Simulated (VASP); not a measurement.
# BeCdO2 (P6_3/mmc) in VASP: notebook

BeCdO2 is run at these levels: PBE; tasks: single point, relaxation of cell and atoms.

Everything below comes from runs of VASP 6.6.1. Logs are shortened: lines on timing, memory, paths and dates and some standing lists are left out, and cuts for length are marked.

### Step 1. The cell of the first run

The structure is hexagonal, space group P6_3/mmc (No. 194). Conventional cell: a = 2.897 Å, b = 2.897 Å, c = 10.989 Å, α = 90.00°, β = 90.00°, γ = 120.00°. Be (site symmetry -6m2) has 6 O at 2.01 Å within 2.7 Å. Cd (site symmetry -3m) has 6 O at 2.33 Å and 6 Cd at 2.90 Å and 6 Be at 3.22 Å within 3.3 Å. Within 2.7 Å of O (site symmetry 3m) lie 3 Be at 2.01 Å and 1 O at 2.24 Å and 3 Cd at 2.33 Å.

### Step 2. Single point, PBE

INCAR reads:

```
ALGO     = Normal         # electronic algorithm
EDIFF    = 1E-6           # SCF threshold, eV
ENCUT    = 520            # plane-wave cutoff, eV
GGA      = PE             # functional
ISIF     = 2              # what is computed and relaxed
ISMEAR   = 0              # smearing method
LASPH    = T              # aspherical terms in the spheres
LCHARG   = F              # write CHGCAR
LREAL    = F              # projectors in reciprocal space
LWAVE    = F              # write WAVECAR
NBANDS   = 36             # bands
NELM     = 100            # most SCF steps
PREC     = Accurate       # precision mode
SIGMA    = 0.1            # smearing width, eV
```

KPOINTS reads:

```
k-points
0
Gamma
  6 6 2
```

POSCAR reads:

```
BeCdO2
1.0
    2.8972552730      0.0000000000      0.0000000000
   -1.4486276365      2.5090966677      0.0000000000
    0.0000000000      0.0000000000     10.9887075729
Be Cd O
2 2 4
Direct
    0.3333333333      0.6666666667      0.7500000000
    0.6666666667      0.3333333333      0.2500000000
    0.0000000000      0.0000000000      0.5000000000
    0.0000000000      0.0000000000      0.0000000000
    0.3333333333      0.6666666667      0.3517884225
    0.6666666667      0.3333333333      0.8517884225
    0.6666666667      0.3333333333      0.6482115775
    0.3333333333      0.6666666667      0.1482115775
```

Potentials or basis: VASP PAW PBE potentials, release 64 (Be, Cd, O).

Run with:

```console
$ cat potpaw_PBE.64/Be/POTCAR potpaw_PBE.64/Cd/POTCAR potpaw_PBE.64/O/POTCAR > POTCAR
$ mpirun -np 1 vasp_std > vasp.out
```

OUTCAR:

```text
EDIFF = 1E-6
   ENCUT = 520
   GGA = PE
   ISIF = 2
   ISMEAR = 0
   LASPH = T
   LREAL = F
   NELM = 100
   PREC = Accurate

 ion  position               nearest neighbor table
   1  0.333  0.667  0.750-   6 2.01   7 2.01   6 2.01   7 2.01   6 2.01   7 2.01
   2  0.667  0.333  0.250-   5 2.01   8 2.01   5 2.01   8 2.01   5 2.01   8 2.01
   3  0.000  0.000  0.500-   5 2.33   7 2.33   7 2.33   5 2.33   7 2.33   5 2.33
   4  0.000  0.000  0.000-   6 2.33   8 2.33   6 2.33   8 2.33   6 2.33   8 2.33
   5  0.333  0.667  0.352-   2 2.01   2 2.01   2 2.01   3 2.33   3 2.33   3 2.33
   6  0.667  0.333  0.852-   1 2.01   1 2.01   1 2.01   4 2.33   4 2.33   4 2.33
   7  0.667  0.333  0.648-   1 2.01   1 2.01   1 2.01   3 2.33   3 2.33   3 2.33
   8  0.333  0.667  0.148-   2 2.01   2 2.01   2 2.01   4 2.33   4 2.33   4 2.33

  LATTYP: Found a hexagonal cell.
 ALAT       =     2.8972552730
 C/A-ratio  =     3.7927992315

  Lattice vectors:

 A1 = (   2.8972552730,   0.0000000000,   0.0000000000)
 A2 = (  -1.4486276365,   2.5090966677,   0.0000000000)
 A3 = (   0.0000000000,   0.0000000000,  10.9887075729)

Analysis of symmetry for initial positions (statically):
=====================================================================
 Subroutine PRICEL returns:
 Original cell was already a primitive cell.

 Routine SETGRP: Setting up the symmetry group for a
 hexagonal supercell.

 Subroutine GETGRP returns: Found 24 space group operations
 (whereof 12 operations were pure point group operations)
 out of a pool of 24 trial point group operations.

The static configuration has the point symmetry D_3d.
 The point group associated with its full space group is D_6h.

Analysis of symmetry for dynamics (positions and initial velocities):
=====================================================================
 Subroutine PRICEL returns:
 Original cell was already a primitive cell.

 Routine SETGRP: Setting up the symmetry group for a
 hexagonal supercell.

 Subroutine GETGRP returns: Found 24 space group operations
 (whereof 12 operations were pure point group operations)
 out of a pool of 24 trial point group operations.

The dynamic configuration has the point symmetry D_3d.
 The point group associated with its full space group is D_6h.

 Subroutine INISYM returns: Found 24 space group operations
 (whereof 12 operations are pure point group operations),
 and found     1 'primitive' translations

[... 102 lines left out ...]
   ISYM   =      2    0-nonsym 1-usesym 2-fastsym
   POTIM  = 0.5000    time-step for ionic-motion
   TEBEG  =    0.0;   TEEND  =   0.0 temperature during run
   PSTRESS=    0.0 pullay stress
   NELECT =      52.0000    total number of electrons
   NUPDOWN=      -1.0000    fix difference up-down
   EMIN   =  10.00;   EMAX   =-10.00  energy-range for DOS
   EFERMI =   0.00;   METHOD = LEGACY
   ISMEAR =     0;   SIGMA  =   0.10  broadening in eV -4-tet -1-fermi 0-gaus
   EFERMI_NEDOS =   21; number of points for ismear=-14 and -15
   IALGO  =     38    algorithm
   IMIX   =      4    mixing-type and parameters
     AMIX     =   0.40;   BMIX     =  1.00
     AMIX_MAG =   1.60;   BMIX_MAG =  1.00
  volume/ion in A,a.u.               =       9.99        67.38
  Fermi-wavevector in a.u.,A,eV,Ry     =   1.418815  2.681171 27.389007  2.013035
  Thomas-Fermi vector in A             =   2.539901
   LORBIT       =      0    0 simple, 1 ext, 2 COOP (PROOUT), +10 PAW based schemes
   GGA     = PE    functional components
   LHFCALC =     F    Hartree Fock is set to
   AEXX    =    0.0000 exact exchange contribution
   IVDW    =     0    specifies the selected vdW correction
   LEPSILON=     F    determine dielectric tensor
   LRPA    =     F    only Hartree local field effects (RPA)
 non-spin polarized calculation
 Gauss-broadening in eV      SIGMA  =   0.10
  energy-cutoff  :      520.00
  volume of cell :       79.88
 maximum number of plane-waves:      2200
 NGX is ok and might be reduce to    24
   NGX = 11   NGY = 11   NGZ = 41

 number of electron      51.9999998 magnetization

 Free energy of the ion-electron system (eV)
  ---------------------------------------------------
  ext. energy  EPLUGINS =         0.00000000
  ---------------------------------------------------
  free energy    TOTEN  =       -37.61329167 eV

  energy without entropy =      -37.61268559  energy(sigma->0) =      -37.61298863

 E-fermi :   3.9438     XC(G=0): -11.6782

 val. band max:        3.8010094423   @ k =   0.5000   0.0000   0.0000
 cond. band min:       4.0479903286   @ k =   0.0000   0.0000   0.0000
 fundamental gap:      0.2469808863
 Fermi energy:         3.9437646780

 k-point     1 :       0.0000    0.0000    0.0000
  band No.  band energies     occupation
      1     -14.9535      2.00000
      2     -14.6997      2.00000
      3     -13.9184      2.00000
      4     -13.5531      2.00000
      5      -5.2339      2.00000
      6      -4.9582      2.00000
[... 535 lines left out ...]
     35      13.2928      0.00000
     36      13.2928      0.00000

------------------------ aborting loop because EDIFF is reached ----------------------------------------

  FORCE on cell =-STRESS in cart. coord.  units (eV):
  Direction    XX          YY          ZZ          XY          YZ          ZX
  --------------------------------------------------------------------------------------
  -------------------------------------------------------------------------------------
  Total        0.5732700      0.5732700      0.7660959      0.0000000      0.0000000      0.0000000
  in kB       11.4979138     11.4979138     15.3653678      0.0000000      0.0000000      0.0000000
  external PRESSURE =      12.7870651 kB  Pullay stress =       0.0000000 kB

 VOLUME and BASIS-vectors are now :
 -----------------------------------------------------------------------------
  energy-cutoff  :      520.00
  volume of cell :       79.88
      direct lattice vectors                 reciprocal lattice vectors
     2.897255273  0.000000000  0.000000000     0.345154260  0.199274905  0.000000000
    -1.448627636  2.509096668  0.000000000     0.000000000  0.398549810  0.000000000
     0.000000000  0.000000000 10.988707573     0.000000000  0.000000000  0.091002513

 POSITION                                       TOTAL-FORCE (eV/Angst)
 -----------------------------------------------------------------------------------
     -0.00000      1.67273      8.24153        -0.000000     -0.000000      0.000000
      1.44863      0.83637      2.74718        -0.000000     -0.000000      0.000000
      0.00000      0.00000      5.49435        -0.000000     -0.000000      0.000000
      0.00000      0.00000      0.00000        -0.000000     -0.000000      0.000000
     -0.00000      1.67273      3.86570        -0.000000     -0.000000     -0.113256
      1.44863      0.83637      9.36005         0.000000      0.000000     -0.113256
      1.44863      0.83637      7.12301         0.000000      0.000000      0.113256
     -0.00000      1.67273      1.62865         0.000000      0.000000      0.113256
 -----------------------------------------------------------------------------------
    total drift:                                0.000000     -0.000000      0.000000

  FREE ENERGIE OF THE ION-ELECTRON SYSTEM (eV)
  ---------------------------------------------------
  free  energy   TOTEN  =       -37.6132916663 eV

  energy  without entropy=      -37.6126855935  energy(sigma->0) =      -37.61298863
```

stdout:

```text
POSCAR found type information on POSCAR BeCdO
 POSCAR found :  3 types and       8 ions
 scaLAPACK will be used
 LDA part: xc-table for (Slater+PW92), standard interpolation
 POSCAR, INCAR and KPOINTS ok, starting setup
 FFT: planning ... GRIDC
 FFT: planning ... GRID_SOFT
 FFT: planning ... GRID
 WAVECAR not read
 entering main loop
```

It took 53 s on 1 thread of AMD EPYC 9R45 (Zen 5), shared host; peak memory 0.18 GiB.

What came out:

```yaml
Free_energy: -37.6133 eV
Pressure: 1.3 GPa
Largest_force: 0.113 eV/Å
Band_gap_on_the_k_mesh: 0.25 eV (least direct gap 0.66 eV)
```

Forces in eV/Å, atoms in the order of the input:
```
Be   0.000  0.000  0.000
Be   0.000  0.000  0.000
Cd   0.000  0.000  0.000
Cd   0.000  0.000  0.000
O    0.000  0.000 -0.113
O    0.000  0.000 -0.113
O    0.000  0.000  0.113
O    0.000  0.000  0.113
```

Stress tensor (GPa, compression positive):
```
1.15 0.00 0.00
0.00 1.15 0.00
0.00 0.00 1.54
```

Levels at points of the mesh, in eV from the valence-band top:
```
           k point  band 22  band 23  band 24  band 25  band 26  band 27  band 28  band 29  band 30  band 31
(0.00, 0.00, 0.00)    -1.21    -0.79    -0.79    -0.41    -0.41     0.25     2.55     4.06     5.76     6.97
(0.50, 0.00, 0.00)    -2.04    -2.00    -1.56    -0.82     0.00     3.23     4.39     4.97     5.46     6.92
(0.00, 0.00, 0.50)    -1.42    -0.56    -0.56    -0.56    -0.56     1.50     1.50     4.87     4.87     8.04
(0.50, 0.00, 0.50)    -2.43    -1.09    -1.09    -0.90    -0.90     4.08     4.08     4.87     4.87     7.54
```

A k mesh can miss the band edges.

### Step 3. Relaxation of cell and atoms, PBE

This run uses another cell than the first one, of 10.91 Å³/atom.

INCAR reads:

```
PREC = Accurate
ENCUT = 600
EDIFF = 1E-6
ISMEAR = 0
SIGMA = 0.1
LREAL = F
LASPH = T
NELM = 100
ALGO = Normal
ISIF = 3
LWAVE = F
LCHARG = F
GGA = PE
IBRION = 2
NSW = 90
EDIFFG = -0.04
```

KPOINTS reads:

```
regular mesh
0
Gamma
  6 6 2
```

POSCAR reads:

```
BeCdO2
1.0
    2.8236812147      0.0000000000      0.0000000000
   -1.4118406073      2.4453796641      0.0000000000
    0.0000000000      0.0000000000     12.6374543873
Be Cd O
2 2 4
Direct
    0.3333333333      0.6666666667      0.7500000000
    0.6666666667      0.3333333333      0.2500000000
    0.0000000000      0.0000000000      0.5000000000
    0.0000000000      0.0000000000      0.0000000000
    0.3333333333      0.6666666667      0.4140000000
    0.6666666667      0.3333333333      0.9140000000
    0.6666666667      0.3333333333      0.5860000000
    0.3333333333      0.6666666667      0.0860000000
```

Potentials or basis: VASP PAW PBE potentials, release 64 (Be, Cd, O).

Run with:

```console
$ cat potpaw_PBE.64/Be/POTCAR potpaw_PBE.64/Cd/POTCAR potpaw_PBE.64/O/POTCAR > POTCAR
$ mpirun -np 1 vasp_std > vasp.out
```

Wall time 10 min (1 thread of AMD EPYC 9R45 (Zen 5), shared host); peak memory 0.23 GiB.

Results (log left out):

```
Free energy                           : -37.6399 eV
Relaxed volume                        : 10.03 Å³/atom
Relaxed cell                          : a = 2.899 Å, b = 2.899 Å, c = 11.026 Å, α = 90.00°, β = 90.00°, γ = 120.00°
Space group after relaxing (to 0.1 Å) : P6_3/mmc (No. 194)
Pressure after relaxing               : 0.1 GPa
Largest force after relaxing          : 0.006 eV/Å
Band gap on the k mesh                : 0.20 eV (least direct gap 0.60 eV)
```

Forces in eV/Å, atoms in the order of the input:
```
Be   0.000  0.000  0.000
Be   0.000  0.000  0.000
Cd   0.000  0.000  0.000
Cd   0.000  0.000  0.000
O    0.000  0.000  0.006
O    0.000  0.000  0.006
O    0.000  0.000 -0.006
O    0.000  0.000 -0.006
```

Final structure:
```xyz
8
Lattice="2.8994 0.0000 0.0000 -1.4497 2.5110 0.0000 0.0000 0.0000 11.0255" Properties=species:S:1:pos:R:3 pbc="T T T"
Be    0.0000    1.6740    8.2692
Be    1.4497    0.8370    2.7564
Cd    0.0000    0.0000    5.5128
Cd    0.0000    0.0000    0.0000
O     0.0000    1.6740    3.8721
O     1.4497    0.8370    9.3849
O     1.4497    0.8370    7.1534
O     0.0000    1.6740    1.6406
```

Levels at points of the mesh, in eV from the valence-band top:
```
           k point  band 23  band 24  band 25  band 26  band 27  band 28  band 29  band 30
(0.00, 0.00, 0.00)    -0.76    -0.76    -0.41    -0.41     0.20     2.52     4.06     5.76
(0.50, 0.00, 0.00)    -2.01    -1.52    -0.82     0.00     3.18     4.34     4.89     5.39
(0.00, 0.00, 0.50)    -0.55    -0.55    -0.55    -0.55     1.47     1.47     4.86     4.86
(0.50, 0.00, 0.50)    -1.08    -1.08    -0.90    -0.90     4.03     4.03     4.81     4.81
```

Caveat: the k points lie up to 0.42 Å⁻¹ apart in the final cell. A k mesh can miss the band edges.
